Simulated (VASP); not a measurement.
# Ta (Fm-3m) in VASP: a series of runs, part 2 of 2

VASP 6.6.1. Earlier steps stand in the parts before.

## 3. Relaxation of cell and atoms, PBEsol

This run uses another cell than the first one, of 18.00 Å³/atom.

Contents of INCAR:

```
SYSTEM = Ta
  ALGO = Normal
  EDIFF = 1E-7
  EDIFFG = -0.01
  ENCUT = 500
  GGA = PS
  GGA_COMPAT = .FALSE.
  IBRION = 2
  ISIF = 3
  ISMEAR = -1
  LASPH = .TRUE.
  LCHARG = .FALSE.
  LREAL = .FALSE.
  LWAVE = .FALSE.
  NELM = 120
  NELMIN = 4
  NSW = 80
  PREC = Accurate
  SIGMA = 0.05
```

Contents of KPOINTS:

```
k-points
0
G
  9 9 9
  0 0 0
```

Contents of POSCAR:

```
Ta
1.0
    0.0000000000      2.0800000000      2.0800000000
    2.0800000000      0.0000000000      2.0800000000
    2.0800000000      2.0800000000      0.0000000000
Ta
1
Direct
    0.0000000000      0.0000000000      0.0000000000
```

Potentials or basis: VASP PAW PBE potentials, release 64 (Ta_pv).

Launch:

```
> cat potpaw_PBE.64/Ta_pv/POTCAR > POTCAR
> mpirun -np 1 vasp_std > vasp.out
```

OUTCAR:

```text
SYSTEM = Ta
   EDIFF = 1E-7
   EDIFFG = -0.01
   ENCUT = 500
   GGA = PS
   IBRION = 2
   ISIF = 3
   ISMEAR = -1
   LASPH = .TRUE.
   LREAL = .FALSE.
   NELM = 120
   NELMIN = 4
   NSW = 80
   PREC = Accurate

 ion  position               nearest neighbor table
   1  0.000  0.000  0.000-

  LATTYP: Found a face centered cubic cell.
 ALAT       =     4.1600000000

  Lattice vectors:

 A1 = (   0.0000000000,   2.0800000000,   2.0800000000)
 A2 = (   2.0800000000,   0.0000000000,   2.0800000000)
 A3 = (   2.0800000000,   2.0800000000,   0.0000000000)

Analysis of symmetry for initial positions (statically):
=====================================================================
 Subroutine PRICEL returns:
 Original cell was already a primitive cell.

 Routine SETGRP: Setting up the symmetry group for a
 face centered cubic supercell.

 Subroutine GETGRP returns: Found 48 space group operations
 (whereof 48 operations were pure point group operations)
 out of a pool of 48 trial point group operations.

The static configuration has the point symmetry O_h .

Analysis of symmetry for dynamics (positions and initial velocities):
=====================================================================
 Subroutine PRICEL returns:
 Original cell was already a primitive cell.
[... 165 lines left out ...]
  external PRESSURE =      29.7292169 kB  Pullay stress =       0.0000000 kB
[... 57 lines left out ...]
--------------------------------------- Ionic step        3  -------------------------------------------

 number of electron      11.0000001 magnetization

 Free energy of the ion-electron system (eV)
  ---------------------------------------------------
  ext. energy  EPLUGINS =         0.00000000
  ---------------------------------------------------
  free energy    TOTEN  =       -12.30860099 eV

  energy without entropy =      -12.30175296  energy(sigma->0) =      -12.30517698

 E-fermi :   5.5986     XC(G=0): -12.6656

 val. band max:        5.5698988859   @ k =  -0.3333   0.1111   0.0000
 cond. band min:       5.6138236275   @ k =   0.1111   0.0000   0.0000
 fundamental gap:      0.0439247416
 Fermi energy:         5.5985958229

 k-point     1 :       0.0000    0.0000    0.0000
  band No.  band energies     occupation
      1     -27.8871      2.00000
      2     -27.8871      2.00000
      3     -27.8871      2.00000
      4      -2.6637      2.00000
      5       6.0182      0.00045
      6       6.0182      0.00045
      7       6.0182      0.00045
      8       9.1226      0.00000
      9       9.1226      0.00000
[... 265 lines left out ...]
 k-point    24 :       0.4444    0.4444    0.0000
  band No.  band energies     occupation
      1     -28.9100      2.00000
      2     -28.2796      2.00000
      3     -28.2796      2.00000
      4       1.0831      2.00000
      5       2.1904      2.00000
      6       8.1892      0.00000
      7      11.4583      0.00000
      8      11.7764      0.00000
      9      11.7764      0.00000

 [... further k-points ...]

------------------------ aborting loop because EDIFF is reached ----------------------------------------

  FORCE on cell =-STRESS in cart. coord.  units (eV):
  Direction    XX          YY          ZZ          XY          YZ          ZX
  --------------------------------------------------------------------------------------
  -------------------------------------------------------------------------------------
  Total       -0.0036568     -0.0036568     -0.0036568      0.0000000      0.0000000      0.0000000
  in kB       -0.3210654     -0.3210654     -0.3210654      0.0000000      0.0000000      0.0000000
  external PRESSURE =      -0.3210654 kB  Pullay stress =       0.0000000 kB
[... 16 lines left out ...]
  FREE ENERGIE OF THE ION-ELECTRON SYSTEM (eV)
  ---------------------------------------------------
  free  energy   TOTEN  =       -12.3086009918 eV

  energy  without entropy=      -12.3017529613  energy(sigma->0) =      -12.30517698

 reached required accuracy - stopping structural energy minimisation
```

OSZICAR:

```text
N       E                     dE             d eps       ncg     rms          rms(c)
DAV:   1     0.423848864730E+02    0.42385E+02   -0.64242E+03   630   0.112E+03
DAV:   2    -0.122229821359E+02   -0.54608E+02   -0.53888E+02   785   0.237E+02
DAV:   3    -0.128333688559E+02   -0.61039E+00   -0.58937E+00   741   0.253E+01
[... 23 lines left out ...]
DAV:   3    -0.123083712841E+02    0.13959E-01   -0.46264E-02   658   0.263E+00    0.333E-01
DAV:   4    -0.123086031883E+02   -0.23190E-03   -0.51117E-04   696   0.254E-01    0.317E-02
DAV:   5    -0.123086008773E+02    0.23111E-05   -0.63747E-05   686   0.967E-02    0.177E-02
DAV:   6    -0.123086010237E+02   -0.14637E-06   -0.12669E-06   651   0.141E-02    0.174E-03
DAV:   7    -0.123086009918E+02    0.31875E-07   -0.87656E-09   347   0.124E-03
   3 F= -.12308601E+02 E0= -.12305177E+02  d E =-.226767E-02
```

It took 8.6 s on 1 thread of Intel Xeon Platinum 8488C (Sapphire Rapids), shared host; peak memory 0.15 GiB.

What came out:

* Free energy: -12.3086 eV
* Relaxed volume: 18.25 Å³/atom
* Relaxed cell: a = 2.955 Å, b = 2.955 Å, c = 2.955 Å, α = 60.00°, β = 60.00°, γ = 60.00°
* Space group after relaxing (to 0.1 Å): Fm-3m (No. 225)
* Energy gained by relaxing: 2.3 meV/atom
* Ionic steps: 3
* Pressure after relaxing: 0.0 GPa
* Band gap on the k mesh: zero (an odd number of electrons rules out a gap without spin polarisation)

The path:
| step | energy change (eV) | largest force (eV/Å) | pressure (GPa) | volume (Å³) |
| --- | --- | --- | --- | --- |
| 1 | 0.0000 | 0.0000 | 2.97 | 18.00 |
| 2 | 0.0116 | 0.0000 | -6.80 | 18.88 |
| 3 | -0.0023 | 0.0000 | -0.03 | 18.25 |

Final structure:
```cif
data_structure
_symmetry_space_group_name_H-M 'P 1'
_symmetry_Int_Tables_number 1
_cell_length_a 2.9552
_cell_length_b 2.9552
_cell_length_c 2.9552
_cell_angle_alpha 60.000
_cell_angle_beta 60.000
_cell_angle_gamma 60.000
_cell_volume 18.25
loop_
_atom_site_label
_atom_site_type_symbol
_atom_site_fract_x
_atom_site_fract_y
_atom_site_fract_z
_atom_site_occupancy
Ta1 Ta 0.00000 0.00000 0.00000 1
```

Levels at points of the mesh, in eV from the Fermi level:
```csv
k point,band 3,band 4,band 5,band 6,band 7,band 8
"(0.00, 0.00, 0.00)",-33.49,-8.26,0.42,0.42,0.42,3.52
```

Caveat: the PAW data sets were made with another functional, which shifts forces and pressure a little; spin-orbit coupling is left out, which moves the levels of the heavy elements.
